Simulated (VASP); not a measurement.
Here is a VASP 6.6.1 calculation.

File INCAR:

```
SYSTEM = KBr
ALGO = Normal
EDIFF = 1E-6
ENCUT = 520
GGA = PE
ISIF = 2
ISMEAR = 0
LASPH = .TRUE.
LCHARG = .FALSE.
LREAL = .FALSE.
LWAVE = .FALSE.
NBANDS = 15
NELM = 60
PREC = Accurate
SIGMA = 0.02
```

File KPOINTS:

```
k-points
0
G
  6 6 6
  0 0 0
```

File POSCAR:

```
KBr
1.0
    0.0000000000      3.3166027152      3.3166027152
    3.3166027152      0.0000000000      3.3166027152
    3.3166027152      3.3166027152      0.0000000000
K Br
1 1
Direct
    0.0000000000      0.0000000000      0.0000000000
    0.5000000000      0.5000000000      0.5000000000
```

Potentials or basis: VASP PAW PBE potentials, release 64 (K_sv, Br).

The run is started by

```bash
$ cat potpaw_PBE.64/K_sv/POTCAR potpaw_PBE.64/Br/POTCAR > POTCAR
$ mpirun -np 1 vasp_std > vasp.out
```

(1) Estimate the band gap on the k mesh.

(2) What does it give for the pressure?

Results:

(1) 4.39 eV, direct.

(2) 0.5 GPa.
